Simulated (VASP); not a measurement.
**CuNi2: single point with PBE**

The system is CuNi2.

```
Cu Ni
1.0
     2.49959    0.00000    0.00000
    -1.24980    2.16471    0.00000
     0.00000    0.00000   12.43269
Cu Ni
2 4
Direct
  0.00000 0.00000 0.16789
  0.00000 0.00000 0.83211
  0.00000 0.00000 0.50000
  0.33333 0.66667 0.33701
  0.33333 0.66667 0.66299
  0.33333 0.66667 0.00000
```

```json
{
  "Program": "VASP 6.6.1",
  "Task": "single point",
  "Functional": "PBE",
  "Potentials or basis": "VASP PAW PBE potentials, release 64 (Cu, Ni)",
  "Cutoff": "520 eV",
  "k mesh": "18 × 18 × 4",
  "Occupations": "gaussian, width 0.1 eV",
  "Spin": "collinear spin",
  "Starting moments": "[0.0, 0.0, -0.81, -0.63, -0.63, 0.0] μB",
  "Dipole correction": "no",
  "Further INCAR settings": "ALGO = Normal; EDIFF = 1e-06; NBANDS = 44"
}
```

```json
{
  "Pressure": "0.2 GPa",
  "Largest force": "0.008 eV/Å",
  "Net moment": "-1.49 μB per cell",
  "Site moments": "Cu +0.01; Ni -0.65, -0.47, +0.05 (each value once) μB",
  "Valence electrons inside the program's atomic spheres": "Cu 10.04; Ni 9.29, 9.28, 9.27 (each value once)"
}
```

Forces in eV/Å, atoms in the order of the input:
```
Cu   0.000  0.000  0.002
Cu   0.000  0.000 -0.002
Ni   0.000  0.000  0.000
Ni   0.000  0.000  0.008
Ni   0.000  0.000 -0.008
Ni   0.000  0.000  0.000
```

Stress tensor (GPa, compression positive):
```
0.21 0.00 0.00
0.00 0.21 0.00
0.00 0.00 0.09
```

Levels at points of the mesh, in eV from the Fermi level:
Spin up:
```csv
k point,band 28,band 29,band 30,band 31,band 32,band 33
"(0.00, 0.00, 0.00)",-0.69,-0.69,-0.54,-0.33,-0.33,-0.21
"(0.50, 0.00, 0.00)",0.19,0.28,0.29,0.58,0.69,1.27
"(0.00, 0.00, 0.50)",-1.21,-0.69,-0.69,-0.33,-0.33,-0.22
"(0.50, 0.00, 0.50)",0.19,0.28,0.29,0.81,1.14,1.31
```
Spin down:
| k point | band 28 | band 29 | band 30 | band 31 | band 32 | band 33 | band 34 | band 35 | band 36 | band 37 |
| --- | --- | --- | --- | --- | --- | --- | --- | --- | --- | --- |
| (0.00, 0.00, 0.00) | -1.22 | -1.22 | -0.73 | -0.73 | -0.61 | -0.61 | -0.51 | -0.30 | -0.30 | 5.01 |
| (0.50, 0.00, 0.00) | -0.34 | -0.33 | 0.16 | 0.56 | 0.69 | 1.03 | 2.04 | 2.30 | 2.86 | 6.36 |
| (0.00, 0.00, 0.50) | -1.22 | -1.18 | -1.18 | -0.74 | -0.74 | -0.61 | -0.61 | -0.30 | -0.30 | 6.32 |
| (0.50, 0.00, 0.50) | -0.34 | -0.33 | 0.16 | 0.80 | 0.94 | 1.16 | 1.45 | 2.60 | 2.79 | 6.07 |

Run time: 20 min on 1 thread of Intel(R) Xeon(R) Platinum 8259CL CPU @ 2.50GHz (Skylake/Cascade Lake), on a shared host, peak memory 0.54 GiB.
